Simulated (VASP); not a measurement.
Input of a VASP 6.6.1 run:

The input INCAR:

```
SYSTEM = Be
PREC = Accurate
ENCUT = 600
EDIFF = 1E-6
ISMEAR = -1
SIGMA = 0.08
LREAL = .FALSE.
LASPH = .TRUE.
NELM = 100
ALGO = Normal
ISIF = 3
LWAVE = .FALSE.
LCHARG = .FALSE.
GGA = PS
IBRION = 2
NSW = 32
EDIFFG = -0.005
PSTRESS = 130.0
```

KPOINTS

```
regular mesh
0
G
  19 19 19
  0 0 0
```

File POSCAR:

```
Be
1.0
    2.0703066470      0.0000000000      0.0000000000
    0.0000000000      2.0703066470      0.0000000000
    0.0000000000      0.0000000000      2.0703066470
Be
1
Direct
    0.0000000000      0.0000000000      0.0000000000
```

Potentials or basis: VASP PAW PBE potentials, release 64 (Be).

The run is started by

```sh
$ cat potpaw_PBE.64/Be/POTCAR > POTCAR
$ mpirun -np 1 vasp_std > vasp.out
```

Q: Estimate the band gap on the k mesh.

A: Zero (bands 1 and 2 overlap by 7.00 eV).

Q: What does it give for the space group after relaxing (to 0.1 Å)?

A: Pm-3m (No. 221).

Q: Predict the relaxed volume.

A: 8.90 Å³/atom.

Q: What does it give for the relaxed cell?

A: a = 2.072 Å, b = 2.072 Å, c = 2.072 Å, α = 90.00°, β = 90.00°, γ = 90.00°.

Final structure:
```xyz
1
Lattice="2.0720 0.0000 0.0000 0.0000 2.0720 0.0000 0.0000 0.0000 2.0720" Properties=species:S:1:pos:R:3 pbc="T T T"
Be    0.0000    0.0000    0.0000
```

Caveat: the cell is relaxed towards a set pressure, so the run minimises the enthalpy, not the energy; the PAW data sets were made with another functional, which shifts forces and pressure a little.
